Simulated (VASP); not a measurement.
A run of VASP 6.6.1 is set up as follows.

Contents of INCAR:

```
PREC = Accurate
ENCUT = 520
EDIFF = 1E-6
ISMEAR = 0
SIGMA = 0.1
LREAL = False
LASPH = True
NELM = 80
ALGO = Normal
ISIF = 2
LWAVE = False
LCHARG = False
GGA = PE
NBANDS = 56
```

KPOINTS

```
Automatic mesh
0
Gamma
  6 6 6
```

POSCAR

```
Cd3Hg2S5
1.0
   -2.0512265200      2.0512265200     14.5043618400
    2.0512265200     -2.0512265200     14.5043618400
    2.0512265200      2.0512265200    -14.5043618400
Cd Hg S
3 2 5
Direct
    0.9000000000      0.9000000000      0.0000000000
    0.5000000000      0.5000000000      0.0000000000
    0.1000000000      0.1000000000      0.0000000000
    0.7000000000      0.7000000000      0.0000000000
    0.3000000000      0.3000000000      0.0000000000
    0.3500000000      0.8500000000      0.5000000000
    0.9500000000      0.4500000000      0.5000000000
    0.5500000000      0.0500000000      0.5000000000
    0.1500000000      0.6500000000      0.5000000000
    0.7500000000      0.2500000000      0.5000000000
```

Potentials or basis: VASP PAW PBE potentials, release 64 (Cd, Hg, S).

Command:

```console
$ cat potpaw_PBE.64/Cd/POTCAR potpaw_PBE.64/Hg/POTCAR potpaw_PBE.64/S/POTCAR > POTCAR
$ mpirun -np 1 vasp_std > vasp.out
```

Q: Estimate the pressure.

A: 5.2 GPa.

Q: What does it give for the largest force?

A: 0.219 eV/Å.

Forces in eV/Å, atoms in the order of the input:
```
Cd   0.000  0.000  0.001
Cd   0.000  0.000  0.000
Cd   0.000  0.000 -0.001
Hg   0.000  0.000 -0.010
Hg   0.000  0.000  0.010
S    0.000  0.000  0.219
S    0.000  0.000 -0.002
S    0.000  0.000  0.002
S    0.000  0.000 -0.219
S    0.000  0.000  0.000
```

Caveat: the cell stands under pressure.
